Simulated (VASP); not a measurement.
# GaN (Fm-3m) in VASP: single point with HSE06

Aim: the single point of GaN with HSE06.

Everything below comes from runs of VASP 6.6.1. Logs are shortened: lines on timing, memory, paths and dates and some standing lists are left out, and cuts for length are marked.

**1. The cell of the first run**

Symmetry: Fm-3m, No. 225, cubic system. The conventional cell has a = 4.133 Å, b = 4.133 Å, c = 4.133 Å, α = 90.00°, β = 90.00°, γ = 90.00°. Within 2.7 Å of Ga (site symmetry m-3m) lie 6 N at 2.07 Å. N (site symmetry m-3m) has 6 Ga at 2.07 Å within 2.7 Å.

**2. Single point, HSE06 (strain -2.0%)**

The input, POSCAR:

```
GaN
1.0
    0.0000000000      2.0663449315      2.0663449315
    2.0663449315      0.0000000000      2.0663449315
    2.0663449315      2.0663449315      0.0000000000
Ga N
1 1
Direct
    0.0000000000      0.0000000000      0.0000000000
    0.5000000000      0.5000000000      0.5000000000
```

The input, INCAR.step1:

```
SYSTEM = GaN
PREC     = Accurate       ! precision mode
ENCUT    = 520            ! plane-wave cutoff, eV
EDIFF    = 1E-5           ! SCF threshold, eV
ISMEAR   = 0              ! smearing method
SIGMA    = 0.01           ! smearing width, eV
LREAL    = .False.        ! projectors in reciprocal space
LASPH    = .True.         ! aspherical terms in the spheres
NELM     = 80             ! most SCF steps
ALGO     = Normal         ! electronic algorithm
ISIF     = 2              ! what is computed and relaxed
LWAVE    = .True.         ! write WAVECAR
LCHARG   = .False.        ! write CHGCAR
GGA      = PE             ! functional
NBANDS   = 16             ! bands
KPAR     = 4
```

The input, INCAR.step2:

```
SYSTEM = GaN
PREC     = Accurate       ! precision mode
ENCUT    = 520            ! plane-wave cutoff, eV
EDIFF    = 1E-6           ! SCF threshold, eV
ISMEAR   = 0              ! smearing method
SIGMA    = 0.01           ! smearing width, eV
LREAL    = .False.        ! projectors in reciprocal space
LASPH    = .True.         ! aspherical terms in the spheres
NELM     = 80             ! most SCF steps
ALGO     = Normal         ! electronic algorithm
ISIF     = 2              ! what is computed and relaxed
LWAVE    = .False.        ! write WAVECAR
LCHARG   = .False.        ! write CHGCAR
GGA      = PE             ! functional
LHFCALC  = .True.         ! exact exchange
HFSCREEN = 0.2079         ! screening, 1/A
PRECFOCK = Normal       
ISTART   = 1            
NBANDS   = 16             ! bands
KPAR     = 4
```

The input, KPOINTS:

```
Automatic mesh
0
Gamma
  8 8 8
  0 0 0
```

Potentials or basis: VASP PAW PBE potentials, release 64 (Ga_d, N).

Run with:

```console
$ cat potpaw_PBE.64/Ga_d/POTCAR potpaw_PBE.64/N/POTCAR > POTCAR
$ cp INCAR.step1 INCAR
$ mpirun -np 4 vasp_std > vasp.out
$ cp INCAR.step2 INCAR
$ mpirun -np 4 vasp_std > vasp.out
```

OUTCAR:

```text
SYSTEM = GaN
   PREC = Accurate
   ENCUT = 520
   EDIFF = 1E-6
   ISMEAR = 0
   LREAL = .False.
   LASPH = .True.
   NELM = 80
   ISIF = 2
   GGA = PE
   LHFCALC = .True.
   HFSCREEN = 0.2079
   PRECFOCK = Normal
   ISTART = 1

 ion  position               nearest neighbor table
   1  0.000  0.000  0.000-   2 2.07   2 2.07   2 2.07   2 2.07   2 2.07   2 2.07
   2  0.500  0.500  0.500-   1 2.07   1 2.07   1 2.07   1 2.07   1 2.07   1 2.07

  LATTYP: Found a face centered cubic cell.
 ALAT       =     4.1326898630

  Lattice vectors:

 A1 = (   0.0000000000,   2.0663449315,   2.0663449315)
 A2 = (   2.0663449315,   0.0000000000,   2.0663449315)
 A3 = (   2.0663449315,   2.0663449315,   0.0000000000)

Analysis of symmetry for initial positions (statically):
=====================================================================
 Subroutine PRICEL returns:
 Original cell was already a primitive cell.

 Routine SETGRP: Setting up the symmetry group for a
 face centered cubic supercell.

 Subroutine GETGRP returns: Found 48 space group operations
 (whereof 48 operations were pure point group operations)
 out of a pool of 48 trial point group operations.

The static configuration has the point symmetry O_h .

Analysis of symmetry for dynamics (positions and initial velocities):
=====================================================================
 Subroutine PRICEL returns:
 Original cell was already a primitive cell.

 Routine SETGRP: Setting up the symmetry group for a
 face centered cubic supercell.

 Subroutine GETGRP returns: Found 48 space group operations
 (whereof 48 operations were pure point group operations)
 out of a pool of 48 trial point group operations.

The dynamic configuration has the point symmetry O_h .

 Subroutine INISYM returns: Found 48 space group operations
 (whereof 48 operations are pure point group operations),
 and found     1 'primitive' translations

----------------------------------------------------------------------------------------

                                     Primitive cell

  volume of cell :      17.6457

  direct lattice vectors                    reciprocal lattice vectors
     0.000000000  2.066344932  2.066344932    -0.241973154  0.241973154  0.241973154
     2.066344932  0.000000000  2.066344932     0.241973154 -0.241973154  0.241973154
     2.066344932  2.066344932  0.000000000     0.241973154  0.241973154 -0.241973154

  length of vectors
     2.922253027  2.922253027  2.922253027     0.419109797  0.419109797  0.419109797

  position of ions in fractional coordinates (direct lattice)
     0.000000000  0.000000000  0.000000000
     0.500000000  0.500000000  0.500000000

  ion indices of the primitive-cell ions
   primitive index   ion index
                 1           1
                 2           2

----------------------------------------------------------------------------------------

 KPOINTS: Automatic mesh

Automatic generation of k-mesh.
 Grid dimensions read from file:
 generate k-points for:    8    8    8

 Generating k-lattice:

  Cartesian coordinates                     Fractional coordinates (reciprocal lattice)
    -0.030246644  0.030246644  0.030246644     0.125000000  0.000000000  0.000000000
     0.030246644 -0.030246644  0.030246644     0.000000000  0.125000000  0.000000000
     0.030246644  0.030246644 -0.030246644     0.000000000  0.000000000  0.125000000

  Length of vectors
     0.052388725  0.052388725  0.052388725

  Shift w.r.t. Gamma in fractional coordinates (k-lattice)
     0.000000000  0.000000000  0.000000000

 Subroutine IBZKPT returns following result:
 ===========================================

 Found     29 irreducible k-points:

 Following reciprocal coordinates:
            Coordinates               Weight
  0.000000  0.000000  0.000000      1.000000
  0.125000  0.000000  0.000000      8.000000
  0.250000  0.000000  0.000000      8.000000
  0.375000  0.000000  0.000000      8.000000
  0.500000  0.000000  0.000000      4.000000
  0.125000  0.125000  0.000000      6.000000
[... 16 lines left out ...]
  0.500000  0.250000  0.125000     48.000000
 -0.375000  0.250000  0.125000     24.000000
 [... further k-points ...]
   k-points           NKPTS =     29   k-points in BZ     NKDIM =    512   number of bands    NBANDS=     16
   number of dos      NEDOS =    301   number of ions     NIONS =      2
   total plane-waves  NPLWV =  13824
   dimension x,y,z NGX =    24 NGY =   24 NGZ =   24
   dimension x,y,z NGXF=    48 NGYF=   48 NGZF=   48
   ions per type =               1   1
   NGX,Y,Z   is equivalent  to a cutoff of  13.65, 13.65, 13.65 a.u.
   NGXF,Y,Z  is equivalent  to a cutoff of  27.31, 27.31, 27.31 a.u.
 SYSTEM =  GaN
   PREC   = accura    normal or accurate (medium, high low for compatibility)
   ISTART =      1    job   : 0-new  1-cont  2-samecut
   ICHARG =      0    charge: 1-file 2-atom 10-const
   ISPIN  =      1    spin polarized calculation?
   LNONCOLLINEAR =      F non collinear calculations
   LSORBIT =      F    spin-orbit coupling
   LASPH  =      T    aspherical Exc in radial PAW
   ENCUT  =  520.0 eV  38.22 Ry    6.18 a.u.   5.43  5.43  5.43*2*pi/ulx,y,z
   NELM   =     80;   NELMIN=  2; NELMDL=  0     # of ELM steps
   EDIFF  = 0.1E-05   stopping-criterion for ELM
   LREAL  =      F    real-space projection
   EDIFFG = 0.1E-04   stopping-criterion for IOM
   NSW    =      0    number of steps for IOM
   IBRION =     -1    ionic relax: 0-MD 1-quasi-New 2-CG
   NFREE  =      0    steps in history (QN), initial steepest desc. (CG)
   ISIF   =      2    stress and relaxation
   ISYM   =      3    0-nonsym 1-usesym 2-fastsym
   POTIM  = 0.5000    time-step for ionic-motion
   TEBEG  =    0.0;   TEEND  =   0.0 temperature during run
   PSTRESS=    0.0 pullay stress
   NELECT =      18.0000    total number of electrons
   NUPDOWN=      -1.0000    fix difference up-down
   EMIN   =  10.00;   EMAX   =-10.00  energy-range for DOS
   EFERMI =   0.00;   METHOD = LEGACY
   ISMEAR =     0;   SIGMA  =   0.01  broadening in eV -4-tet -1-fermi 0-gaus
   EFERMI_NEDOS =   21; number of points for ismear=-14 and -15
   IALGO  =     38    algorithm
   IMIX   =      1    mixing-type and parameters
     AMIX     =   0.40;   BMIX     =  1.00
     AMIX_MAG =   1.60;   BMIX_MAG =  1.00
  volume/ion in A,a.u.               =       8.82        59.54
  Fermi-wavevector in a.u.,A,eV,Ry     =   1.647983  3.114237 36.951375  2.715849
  Thomas-Fermi vector in A             =   2.737350
   LORBIT       =      0    0 simple, 1 ext, 2 COOP (PROOUT), +10 PAW based schemes
   GGA     = PE    functional components
   LHFCALC =     T    Hartree Fock is set to
   PRECFOCK=normal    Normal, Fast or Accurate (Low or Medium for compatibility)
   ENCUT4O =  -1.0   cutoff for four orbital integrals eV
   NKREDX  =     1    reduce k-point grid by
   NKREDY  =     1    reduce k-point grid by
   NKREDZ  =     1    reduce k-point grid by
   AEXX    =    0.2500 exact exchange contribution
   HFSCREEN=    0.2079 screening length (either q_TF or 0.3 A-1)
   HFSCREENC=   0.2079 screening length for correlation (either q_TF or 0.3 A-1)
   ENCUTFOCK=  -1.0 apply spherical cutoff to Coloumb kernel
   IVDW    =     0    specifies the selected vdW correction
   LEPSILON=     F    determine dielectric tensor
   LRPA    =     F    only Hartree local field effects (RPA)
 non-spin polarized calculation
 Gauss-broadening in eV      SIGMA  =   0.01
  energy-cutoff  :      520.00
  volume of cell :       17.65
 maximum number of plane-waves:       531
 NGX is ok and might be reduce to    24
  NGX = 18; NGY = 18; NGZ = 18

 number of electron      17.9999993 magnetization

 Free energy of the ion-electron system (eV)
  ---------------------------------------------------
  ext. energy  EPLUGINS =         0.00000000
  ---------------------------------------------------
  free energy    TOTEN  =       -13.73504864 eV

  energy without entropy =      -13.73504864  energy(sigma->0) =      -13.73504864

 E-fermi :   8.0063     XC(G=0): -10.9479

 val. band max:        7.9414770766   @ k =  -0.2500   0.1250   0.0000
 cond. band min:      10.3345966149   @ k =   0.5000   0.5000   0.0000
 fundamental gap:      2.3931195383
 Fermi energy:         8.0062500323

 k-point     1 :       0.0000    0.0000    0.0000
  band No.  band energies     occupation
      1     -11.6740      2.00000
      2      -8.2085      2.00000
      3      -8.2085      2.00000
      4      -8.2085      2.00000
      5      -8.1622      2.00000
      6      -8.1622      2.00000
[... 8 lines left out ...]
     15      26.9540      0.00000
     16      26.9540      0.00000

 k-point     2 :       0.1250    0.0000    0.0000
  band No.  band energies     occupation
      1     -11.3284      2.00000
      2      -8.2224      2.00000
      3      -8.2164      2.00000
      4      -8.2164      2.00000
      5      -8.1608      2.00000
      6      -8.1608      2.00000
[... 8 lines left out ...]
     15      26.4848      0.00000
     16      26.4848      0.00000

 k-point     3 :       0.2500    0.0000    0.0000
  band No.  band energies     occupation
      1     -10.3531      2.00000
      2      -8.3107      2.00000
      3      -8.3107      2.00000
      4      -8.2528      2.00000
      5      -8.0805      2.00000
      6      -8.0805      2.00000
[... 8 lines left out ...]
     15      28.1404      0.00000
     16      28.1404      0.00000

 k-point     4 :       0.3750    0.0000    0.0000
  band No.  band energies     occupation
      1      -9.0377      2.00000
      2      -8.4074      2.00000
      3      -8.4074      2.00000
      4      -8.2595      2.00000
      5      -7.9953      2.00000
      6      -7.9953      2.00000
[... 8 lines left out ...]
     15      31.1323      0.00000
     16      31.1323      0.00000
[... 324 lines left out ...]
 k-point    22 :       0.3750    0.2500    0.1250
  band No.  band energies     occupation
      1      -9.9409      2.00000
      2      -8.2862      2.00000
      3      -8.2487      2.00000
      4      -8.1940      2.00000
      5      -8.0648      2.00000
      6      -7.7645      2.00000
[... 8 lines left out ...]
     15      32.0121      0.00000
     16      32.3733      0.00000

 k-point    23 :       0.5000    0.2500    0.1250
  band No.  band energies     occupation
      1      -9.5038      2.00000
      2      -8.3308      2.00000
      3      -8.2760      2.00000
      4      -8.1616      2.00000
      5      -7.9841      2.00000
      6      -6.9242      2.00000
[... 8 lines left out ...]
     15      32.0540      0.00000
     16      33.5329      0.00000

 k-point    24 :      -0.3750    0.2500    0.1250
  band No.  band energies     occupation
      1      -9.3869      2.00000
      2      -8.3697      2.00000
      3      -8.2770      2.00000
      4      -8.1484      2.00000
      5      -7.9491      2.00000
      6      -6.2486      2.00000
[... 8 lines left out ...]
     15      29.5276      0.00000
     16      34.4047      0.00000

 [... further k-points ...]

------------------------ aborting loop because EDIFF is reached ----------------------------------------

  FORCE on cell =-STRESS in cart. coord.  units (eV):
  Direction    XX          YY          ZZ          XY          YZ          ZX
  --------------------------------------------------------------------------------------
  -------------------------------------------------------------------------------------
  Total        1.8445867      1.8445867      1.8445867      0.0000000     -0.0000000     -0.0000000
  in kB      167.4831858    167.4831858    167.4831858      0.0000000     -0.0000000     -0.0000000
  external PRESSURE =     167.4831858 kB  Pullay stress =       0.0000000 kB

 VOLUME and BASIS-vectors are now :
 -----------------------------------------------------------------------------
  energy-cutoff  :      520.00
  volume of cell :       17.65
      direct lattice vectors                 reciprocal lattice vectors
     0.000000000  2.066344932  2.066344932    -0.241973154  0.241973154  0.241973154
     2.066344932  0.000000000  2.066344932     0.241973154 -0.241973154  0.241973154
     2.066344932  2.066344932  0.000000000     0.241973154  0.241973154 -0.241973154

 POSITION                                       TOTAL-FORCE (eV/Angst)
 -----------------------------------------------------------------------------------
      0.00000      0.00000      0.00000         0.000000     -0.000000      0.000000
      2.06634      2.06634      2.06634        -0.000000      0.000000     -0.000000
 -----------------------------------------------------------------------------------
    total drift:                                0.000007      0.000010      0.000012

  FREE ENERGIE OF THE ION-ELECTRON SYSTEM (eV)
  ---------------------------------------------------
  free  energy   TOTEN  =       -13.7350486435 eV

  energy  without entropy=      -13.7350486435  energy(sigma->0) =      -13.73504864
```

Run time: 31 min. Hardware: 4 MPI ranks of Intel Xeon Platinum 8259CL at 2.50GHz (Skylake/Cascade Lake), shared host; peak memory 0.25 GiB.

What came out:

```
Free energy            : -13.7350 eV
Pressure               : 16.7 GPa
Band gap on the k mesh : 2.39 eV (least direct gap 5.04 eV)
```

Caveat: the cell differs from its parent crystal (strain -2.0%); the cell stands under pressure; the PAW data sets were made with another functional, which shifts forces and pressure a little. A k mesh can miss the band edges.
